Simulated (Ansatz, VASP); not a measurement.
Re in VASP and in Ansatz

```
CELL_PARAMETERS angstrom
2.77482 0.00000 0.00000
-1.38741 2.40307 0.00000
0.00000 0.00000 4.48422
ATOMIC_POSITIONS crystal
Re 0.31627 0.63254 0.25000
Re 0.68373 0.36746 0.75000
```

Change from the starting cell: mode 4 frozen in at +0.000 Å and mode 6 at -0.082 Å (largest displacements).

Alike in both runs: task single point; functional PBE; k mesh 18 × 18 × 10; occupations gaussian, width 0.15 eV; no spin polarisation.

|  | VASP | Ansatz |
| --- | --- | --- |
| version | VASP 6.6.1 | Ansatz 0.2.0 |
| potentials or method | VASP PAW PBE potentials, release 64 (Re), cutoff 520 eV | scalar-relativistic, plane waves, PAW |
| valence electrons in the cell | 14 | 30 |

|  | VASP | Ansatz | Ansatz less VASP |
| --- | --- | --- | --- |
| gap on the k mesh at the Fermi level (eV) | none | none | - |
| pressure (GPa) | 0.3 | 0.8 | +0.51 |
| traceless stress, the component that is largest in VASP (GPa) | 3.46 | 3.50 | +0.034 |
| rms of the force components (eV/Å) | 0.410 | 0.415 | +0.0053 |

Atom by atom the forces differ by 0.005 eV/Å (rms over components). A gap of «none» marks a metal or a gap that the smearing closes. With one functional, cell and mesh, what is left measures potentials, basis and numerics. VASP's potentials hold 14 valence electrons a cell and Ansatz's 30, so a difference there can come from the potentials and not from the codes.

Spin-orbit coupling is off throughout.
